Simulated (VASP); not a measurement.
# HfC in VASP: notebook

HfC is run at these levels: PBE; tasks: single point.

Everything below comes from runs of VASP 6.6.1. Logs are shortened: lines on timing, memory, paths and dates and some standing lists are left out, and cuts for length are marked.

## Step 1: The cell of the first run

The structure is tetragonal, space group I4/mmm (No. 139). Conventional cell: a = 3.288 Å, b = 3.288 Å, c = 4.697 Å, α = 90.00°, β = 90.00°, γ = 90.00°. Within 3.1 Å of Hf (site symmetry 4/mmm) lie 6 C at 2.33 to 2.35 Å. Within 3.1 Å of C (site symmetry 4/mmm) lie 6 Hf at 2.33 to 2.35 Å.

## Step 2: Single point, PBE

INCAR reads:

```
PREC = Accurate ; ENCUT = 520
EDIFF = 1E-6 ; ISMEAR = -1
SIGMA = 0.05 ; LREAL = F
LASPH = T ; NELM = 60
ALGO = Normal ; ISIF = 2
LWAVE = F ; LCHARG = T
GGA = PE ; LELF = T
LVHAR = T ; NBANDS = 14
```

KPOINTS reads:

```
regular mesh
0
Gamma
  8 8 8
```

POSCAR reads:

```
HfC
1.0
    0.0000000000      2.3250000000      2.3482500000
    2.3250000000      0.0000000000      2.3482500000
    2.3250000000      2.3250000000      0.0000000000
Hf C
1 1
Direct
    0.5000000000      0.5000000000      0.5000000000
    0.0000000000      0.0000000000      0.0000000000
```

Potentials or basis: VASP PAW PBE potentials, release 64 (Hf_pv, C).

Command:

```
cat potpaw_PBE.64/Hf_pv/POTCAR potpaw_PBE.64/C/POTCAR > POTCAR
mpirun -np 1 vasp_std > vasp.out
```

OUTCAR:

```text
PREC = Accurate
   ENCUT = 520
   EDIFF = 1E-6
   ISMEAR = -1
   LREAL = F
   LASPH = T
   NELM = 60
   ISIF = 2
   GGA = PE

 ion  position               nearest neighbor table
   1  0.500  0.500  0.500-   2 2.33   2 2.33   2 2.33   2 2.33   2 2.35   2 2.35
   2  0.000  0.000  0.000-   1 2.33   1 2.33   1 2.33   1 2.33   1 2.35   1 2.35

  LATTYP: Found a body centered tetragonal cell.
 ALAT       =     3.2880465325
 C/A-ratio  =     1.4283556980

  Lattice vectors:

 A1 = (  -2.3250000000,   0.0000000000,   2.3482500000)
 A2 = (   2.3250000000,   0.0000000000,   2.3482500000)
 A3 = (   0.0000000000,   2.3250000000,  -2.3482500000)

Analysis of symmetry for initial positions (statically):
=====================================================================
 Subroutine PRICEL returns:
 Original cell was already a primitive cell.

 Routine SETGRP: Setting up the symmetry group for a
 body centered tetragonal supercell.

 Subroutine GETGRP returns: Found 16 space group operations
 (whereof 16 operations were pure point group operations)
 out of a pool of 16 trial point group operations.

The static configuration has the point symmetry D_4h.

Analysis of symmetry for dynamics (positions and initial velocities):
=====================================================================
 Subroutine PRICEL returns:
 Original cell was already a primitive cell.

 Routine SETGRP: Setting up the symmetry group for a
 body centered tetragonal supercell.

 Subroutine GETGRP returns: Found 16 space group operations
 (whereof 16 operations were pure point group operations)
 out of a pool of 16 trial point group operations.

The dynamic configuration has the point symmetry D_4h.

 Subroutine INISYM returns: Found 16 space group operations
 (whereof 16 operations are pure point group operations),
 and found     1 'primitive' translations

----------------------------------------------------------------------------------------

                                     Primitive cell

  volume of cell :      25.3875

  direct lattice vectors                    reciprocal lattice vectors
     0.000000000  2.325000000  2.348250000    -0.215053763  0.215053763  0.212924518
     2.325000000  0.000000000  2.348250000     0.215053763 -0.215053763  0.212924518
     2.325000000  2.325000000  0.000000000     0.215053763  0.215053763 -0.212924518

  length of vectors
     3.304527661  3.304527661  3.288046533     0.371258795  0.371258795  0.371258795

  position of ions in fractional coordinates (direct lattice)
     0.500000000  0.500000000  0.500000000
     0.000000000  0.000000000  0.000000000

  ion indices of the primitive-cell ions
   primitive index   ion index
                 1           1
                 2           2

----------------------------------------------------------------------------------------

 KPOINTS: regular mesh

Automatic generation of k-mesh.
 Grid dimensions read from file:
 generate k-points for:    8    8    8

 Generating k-lattice:

  Cartesian coordinates                     Fractional coordinates (reciprocal lattice)
    -0.026881720  0.026881720  0.026615565     0.125000000 -0.000000000  0.000000000
     0.026881720 -0.026881720  0.026615565    -0.000000000  0.125000000  0.000000000
     0.026881720  0.026881720 -0.026615565     0.000000000  0.000000000  0.125000000

  Length of vectors
     0.046407349  0.046407349  0.046407349

  Shift w.r.t. Gamma in fractional coordinates (k-lattice)
     0.000000000  0.000000000  0.000000000

 Subroutine IBZKPT returns following result:
 ===========================================

 Found     59 irreducible k-points:

 Following reciprocal coordinates:
            Coordinates               Weight
  0.000000  0.000000  0.000000      1.000000
  0.125000 -0.000000  0.000000      8.000000
  0.250000 -0.000000  0.000000      8.000000
  0.375000 -0.000000  0.000000      8.000000
  0.500000 -0.000000  0.000000      4.000000
  0.125000  0.125000  0.000000      2.000000
[... 16 lines left out ...]
  0.250000 -0.000000  0.125000     16.000000
  0.375000  0.000000  0.125000     16.000000
 [... further k-points ...]
   k-points           NKPTS =     59   k-points in BZ     NKDIM =     59   number of bands    NBANDS=     14
   number of dos      NEDOS =    301   number of ions     NIONS =      2
   total plane-waves  NPLWV =  18816
   dimension x,y,z NGX =    28 NGY =   28 NGZ =   24
   dimension x,y,z NGXF=    56 NGYF=   56 NGZF=   48
   ions per type =               1   1
   NGX,Y,Z   is equivalent  to a cutoff of  14.09, 14.09, 12.13 a.u.
   NGXF,Y,Z  is equivalent  to a cutoff of  28.17, 28.17, 24.27 a.u.
 SYSTEM =  unknown system
   PREC   = accura    normal or accurate (medium, high low for compatibility)
   ISTART =      0    job   : 0-new  1-cont  2-samecut
   ICHARG =      2    charge: 1-file 2-atom 10-const
   ISPIN  =      1    spin polarized calculation?
   LNONCOLLINEAR =      F non collinear calculations
   LSORBIT =      F    spin-orbit coupling
   LASPH  =      T    aspherical Exc in radial PAW
   ENCUT  =  520.0 eV  38.22 Ry    6.18 a.u.   6.14  6.14  6.11*2*pi/ulx,y,z
   NELM   =     60;   NELMIN=  2; NELMDL= -5     # of ELM steps
   EDIFF  = 0.1E-05   stopping-criterion for ELM
   LREAL  =      F    real-space projection
   EDIFFG = 0.1E-04   stopping-criterion for IOM
   NSW    =      0    number of steps for IOM
   IBRION =     -1    ionic relax: 0-MD 1-quasi-New 2-CG
   NFREE  =      0    steps in history (QN), initial steepest desc. (CG)
   ISIF   =      2    stress and relaxation
   ISYM   =      2    0-nonsym 1-usesym 2-fastsym
   POTIM  = 0.5000    time-step for ionic-motion
   TEBEG  =    0.0;   TEEND  =   0.0 temperature during run
   PSTRESS=    0.0 pullay stress
   NELECT =      14.0000    total number of electrons
   NUPDOWN=      -1.0000    fix difference up-down
   EMIN   =  10.00;   EMAX   =-10.00  energy-range for DOS
   EFERMI =   0.00;   METHOD = LEGACY
   ISMEAR =    -1;   SIGMA  =   0.05  broadening in eV -4-tet -1-fermi 0-gaus
   EFERMI_NEDOS =   21; number of points for ismear=-14 and -15
   IALGO  =     38    algorithm
   IMIX   =      4    mixing-type and parameters
     AMIX     =   0.40;   BMIX     =  1.00
     AMIX_MAG =   1.60;   BMIX_MAG =  1.00
  volume/ion in A,a.u.               =      12.69        85.66
  Fermi-wavevector in a.u.,A,eV,Ry     =   1.342489  2.536937 24.521466  1.802277
  Thomas-Fermi vector in A             =   2.470639
   LORBIT       =      0    0 simple, 1 ext, 2 COOP (PROOUT), +10 PAW based schemes
   GGA     = PE    functional components
[... 5 lines left out ...]
 non-spin polarized calculation
  energy-cutoff  :      520.00
  volume of cell :       25.39
 maximum number of plane-waves:       700
 NGX is ok and might be reduce to    28
   NGX = 13   NGY = 13   NGZ = 13

 number of electron      14.0000000 magnetization

 Free energy of the ion-electron system (eV)
  ---------------------------------------------------
  ext. energy  EPLUGINS =         0.00000000
  ---------------------------------------------------
  free energy    TOTEN  =       -21.03845773 eV

  energy without entropy =      -21.03601266  energy(sigma->0) =      -21.03723520

 E-fermi :   5.7966     XC(G=0): -12.2357

 val. band max:        5.7700852116   @ k =   0.5000   0.0000   0.5000
 cond. band min:       5.8106957024   @ k =   0.5000   0.5000   0.0000
 fundamental gap:      0.0406104908
 Fermi energy:         5.7965758523

 k-point     1 :       0.0000    0.0000    0.0000
  band No.  band energies     occupation
      1     -23.7527      2.00000
      2     -23.7383      2.00000
      3     -23.7383      2.00000
      4      -6.3812      2.00000
      5       6.8408      0.00000
      6       6.8892      0.00000
      7       6.8892      0.00000
      8       7.1961      0.00000
      9       7.3004      0.00000
     10       7.3004      0.00000
     11       9.1619      0.00000
     12       9.3021      0.00000
     13      12.5998      0.00000
     14      16.8494      0.00000

 k-point     2 :       0.1250   -0.0000    0.0000
  band No.  band energies     occupation
      1     -23.8443      2.00000
      2     -23.7581      2.00000
      3     -23.7474      2.00000
      4      -6.0010      2.00000
      5       5.0775      2.00000
      6       5.5524      1.98497
      7       5.5991      1.96219
      8       7.7955      0.00000
      9       7.8366      0.00000
     10       8.1684      0.00000
     11      10.7004      0.00000
     12      10.8502      0.00000
     13      13.4215      0.00000
     14      17.8880      0.00000

 k-point     3 :       0.2500   -0.0000    0.0000
  band No.  band energies     occupation
      1     -24.0789      2.00000
      2     -23.7839      2.00000
      3     -23.7692      2.00000
      4      -4.9757      2.00000
      5       2.8618      2.00000
      6       4.1359      2.00000
      7       4.1701      2.00000
      8       8.8424      0.00000
      9       8.8949      0.00000
     10       8.9045      0.00000
     11      13.2391      0.00000
     12      13.4237      0.00000
     13      14.7917      0.00000
     14      19.5571      0.00000

 k-point     4 :       0.3750   -0.0000    0.0000
  band No.  band energies     occupation
      1     -24.3029      2.00000
      2     -23.8091      2.00000
      3     -23.7908      2.00000
      4      -3.6123      2.00000
      5       0.8798      2.00000
      6       3.2291      2.00000
      7       3.2529      2.00000
      8       9.9992      0.00000
      9      10.3066      0.00000
     10      10.3476      0.00000
     11      14.2845      0.00000
     12      15.6869      0.00000
     13      15.8928      0.00000
     14      19.5250      0.00000

 k-point     5 :       0.5000   -0.0000    0.0000
  band No.  band energies     occupation
      1     -24.3928      2.00000
      2     -23.8194      2.00000
      3     -23.7997      2.00000
      4      -2.6955      2.00000
      5      -0.2152      2.00000
      6       2.9204      2.00000
      7       2.9404      2.00000
      8      11.0960      0.00000
      9      11.1722      0.00000
     10      11.5983      0.00000
     11      12.3766      0.00000
[... 276 lines left out ...]
 k-point    22 :       0.1250    0.0000    0.1250
  band No.  band energies     occupation
      1     -23.8329      2.00000
      2     -23.7851      2.00000
      3     -23.7729      2.00000
      4      -5.8875      2.00000
      5       4.3764      2.00000
      6       5.8308      0.67027
      7       5.8402      0.58925
      8       6.6243      0.00000
      9       8.9784      0.00000
     10       9.0366      0.00000
     11       9.4289      0.00000
     12      11.2257      0.00000
     13      14.1916      0.00000
     14      18.2297      0.00000

 k-point    23 :       0.2500   -0.0000    0.1250
  band No.  band energies     occupation
      1     -24.0098      2.00000
      2     -23.8143      2.00000
      3     -23.7941      2.00000
      4      -5.1389      2.00000
      5       2.9138      2.00000
      6       4.5104      2.00000
      7       4.9591      2.00000
      8       7.0561      0.00000
      9       9.5715      0.00000
     10       9.8714      0.00000
     11      11.3354      0.00000
     12      12.7706      0.00000
     13      15.8814      0.00000
     14      19.5875      0.00000

 k-point    24 :       0.3750    0.0000    0.1250
  band No.  band energies     occupation
      1     -24.2259      2.00000
      2     -23.8403      2.00000
      3     -23.8243      2.00000
      4      -4.0167      2.00000
      5       1.4625      2.00000
      6       3.3914      2.00000
      7       3.8972      2.00000
      8       8.0869      0.00000
      9      10.7733      0.00000
     10      10.9148      0.00000
     11      13.6443      0.00000
     12      14.3319      0.00000
     13      16.6674      0.00000
     14      19.4495      0.00000

 [... further k-points ...]
[... 5 lines left out ...]
  --------------------------------------------------------------------------------------
  -------------------------------------------------------------------------------------
  Total       -0.2364445     -0.2364445     -0.8235616      0.0000000      0.0000000     -0.0000000
  in kB      -14.9217402    -14.9217402    -51.9740357      0.0000000      0.0000000     -0.0000000
  external PRESSURE =     -27.2725054 kB  Pullay stress =       0.0000000 kB

 VOLUME and BASIS-vectors are now :
 -----------------------------------------------------------------------------
  energy-cutoff  :      520.00
  volume of cell :       25.39
      direct lattice vectors                 reciprocal lattice vectors
     0.000000000  2.325000000  2.348250000    -0.215053763  0.215053763  0.212924518
     2.325000000  0.000000000  2.348250000     0.215053763 -0.215053763  0.212924518
     2.325000000  2.325000000  0.000000000     0.215053763  0.215053763 -0.212924518

 POSITION                                       TOTAL-FORCE (eV/Angst)
 -----------------------------------------------------------------------------------
      2.32500      2.32500      2.34825        -0.000000      0.000000      0.000000
      0.00000      0.00000      0.00000         0.000000     -0.000000     -0.000000
 -----------------------------------------------------------------------------------
    total drift:                                0.000000      0.000000      0.000000

  FREE ENERGIE OF THE ION-ELECTRON SYSTEM (eV)
  ---------------------------------------------------
  free  energy   TOTEN  =       -21.0384577342 eV

  energy  without entropy=      -21.0360126580  energy(sigma->0) =      -21.03723520
```

Wall time 16 s (1 thread of AMD EPYC 7R13 (Zen 3), shared host); peak memory 0.13 GiB.

What came out:

| Property | Result |
| --- | --- |
| Free energy | -21.0385 eV |
| Pressure | -2.7 GPa |
| Band gap on the k mesh | zero (band 7 reaches 6.89 eV, above the bottom of band 8 at 5.44 eV) |

Stress tensor (GPa, compression positive):
```
-1.49  0.00  0.00
 0.00 -1.49  0.00
 0.00  0.00 -5.20
```

Caveat: spin-orbit coupling is left out, which moves the levels of the heavy elements.

## Step 3: Single point, PBE

This run uses another cell than the first one, of 12.82 Å³/atom, 1.010 times its volume.

INCAR reads:

```
PREC = Accurate
ENCUT = 520
EDIFF = 1E-7
ISMEAR = -1
SIGMA = 0.05
LREAL = False
LASPH = True
NELM = 80
ALGO = Normal
ISIF = 2
LWAVE = False
LCHARG = False
GGA = PE
NBANDS = 14
```

KPOINTS is that of step 2.

POSCAR reads:

```
HfC
1.0
    0.0000000000      2.3250000000      2.3715000000
    2.3250000000      0.0000000000      2.3715000000
    2.3250000000      2.3250000000      0.0000000000
Hf C
1 1
Direct
    0.5000000000      0.5000000000      0.5000000000
    0.0000000000      0.0000000000      0.0000000000
```

Potentials or basis: VASP PAW PBE potentials, release 64 (Hf_pv, C).

Command:

```
cat potpaw_PBE.64/Hf_pv/POTCAR potpaw_PBE.64/C/POTCAR > POTCAR
mpirun -np 1 vasp_std > vasp.out
```

It took 18 s on 1 thread of AMD EPYC 7R13 (Zen 3), shared host; peak memory 0.13 GiB.

It converged, with:

- Free energy: -21.0270 eV
- Pressure: -4.8 GPa
- Band gap on the k mesh: zero (band 7 reaches 6.82 eV, above the bottom of band 8 at 5.35 eV)

Stress tensor (GPa, compression positive):
```
-2.47  0.00  0.00
 0.00 -2.47  0.00
 0.00  0.00 -9.45
```

Levels at points of the mesh, in eV from the Fermi level:
| k point | band 5 | band 6 | band 7 | band 8 | band 9 | band 10 |
| --- | --- | --- | --- | --- | --- | --- |
| (0.00, 0.00, 0.00) | 1.01 | 1.11 | 1.11 | 1.34 | 1.54 | 1.54 |
| (0.50, 0.00, 0.00) | -5.96 | -2.85 | -2.81 | 5.21 | 5.36 | 5.75 |
| (0.50, 0.50, 0.00) | -2.66 | -1.59 | 0.05 | 0.05 | 5.28 | 6.65 |
| (0.50, 0.00, 0.50) | -2.45 | -1.63 | -0.10 | -0.03 | 5.26 | 6.53 |

Caveat: spin-orbit coupling is left out, which moves the levels of the heavy elements.

## Step 4: Single point, PBE

This run uses another cell than the first one, of 11.81 Å³/atom, 0.931 times its volume.

INCAR reads:

```
ALGO = Normal ; EDIFF = 1E-7
ENCUT = 520 ; GGA = PE
ISIF = 2 ; ISMEAR = -1
LASPH = T ; LCHARG = F
LREAL = F ; LWAVE = F
NBANDS = 14 ; NELM = 100
PREC = Accurate ; SIGMA = 0.05
```

KPOINTS reads:

```
k-points
0
Gamma
  10 10 10
```

POSCAR reads:

```
HfC
1.0
    0.0000000000      2.2775377028      2.2775377028
    2.2775377028      0.0000000000      2.2775377028
    2.2775377028      2.2775377028      0.0000000000
Hf C
1 1
Direct
    0.5000000000      0.5000000000      0.5000000000
    0.0000000000      0.0000000000      0.0000000000
```

Command:

```
cat potpaw_PBE.64/Hf_pv/POTCAR potpaw_PBE.64/C/POTCAR > POTCAR
mpirun -np 1 vasp_std > vasp.out
```

Wall time 18 s (1 thread of AMD EPYC 7R43 (Zen 3), shared host); peak memory 0.11 GiB.

The run converged. Its results:

- Free energy: -20.9732 eV
- Pressure: 16.2 GPa
- Band gap on the k mesh: zero (band 7 reaches 7.47 eV, above the bottom of band 8 at 6.04 eV)

Levels at points of the mesh, in eV from the Fermi level:
| k point | band 4 | band 5 | band 6 | band 7 | band 8 | band 9 | band 10 | band 11 |
| --- | --- | --- | --- | --- | --- | --- | --- | --- |
| (0.00, 0.00, 0.00) | -12.64 | 1.02 | 1.02 | 1.02 | 1.39 | 1.39 | 1.39 | 3.57 |
| (0.50, 0.00, 0.00) | -8.51 | -6.44 | -3.22 | -3.22 | 5.67 | 5.67 | 6.17 | 6.85 |
| (0.50, 0.50, 0.00) | -10.71 | -2.52 | -2.00 | -0.04 | -0.04 | 5.67 | 7.23 | 7.23 |

Caveat: spin-orbit coupling is left out, which moves the levels of the heavy elements.

## Step 5: Single point, PBE

This run uses another cell than the first one, of 12.07 Å³/atom, 0.950 times its volume.

INCAR reads:

```
PREC = Accurate ; ENCUT = 520
EDIFF = 1E-6 ; ISMEAR = -1
SIGMA = 0.05 ; LREAL = False
LASPH = True ; NELM = 60
ALGO = Normal ; ISIF = 2
LWAVE = False ; LCHARG = False
GGA = PE ; NBANDS = 14
```

KPOINTS reads:

```
regular mesh
0
Gamma
  10 10 10
```

POSCAR reads:

```
HfC
1.0
    0.0000000000      2.2935772291      2.2935772291
    2.2935772291      0.0000000000      2.2935772291
    2.2935772291      2.2935772291      0.0000000000
Hf C
1 1
Direct
    0.5000000000      0.5000000000      0.5000000000
    0.0000000000      0.0000000000      0.0000000000
```

Command:

```
cat potpaw_PBE.64/Hf_pv/POTCAR potpaw_PBE.64/C/POTCAR > POTCAR
mpirun -np 1 vasp_std > vasp.out
```

Wall time 17 s (1 thread of AMD EPYC 7R43 (Zen 3), shared host); peak memory 0.11 GiB.

It converged, with:

```yaml
Free_energy: -21.0146 eV
Pressure: 10.1 GPa
Band_gap_on_the_k_mesh: zero (band 7 reaches 7.29 eV, above the bottom of band 8 at 5.87 eV)
```

Levels at points of the mesh, in eV from the Fermi level:
```csv
k point,band 5,band 6,band 7,band 8,band 9,band 10
"(0.00, 0.00, 0.00)",1.00,1.00,1.00,1.39,1.39,1.39
"(0.50, 0.00, 0.00)",-6.34,-3.14,-3.14,5.54,5.54,6.03
"(0.50, 0.50, 0.00)",-2.56,-1.93,-0.07,-0.07,5.54,7.05
```

Caveat: spin-orbit coupling is left out, which moves the levels of the heavy elements.

[end of part 1 of 2]
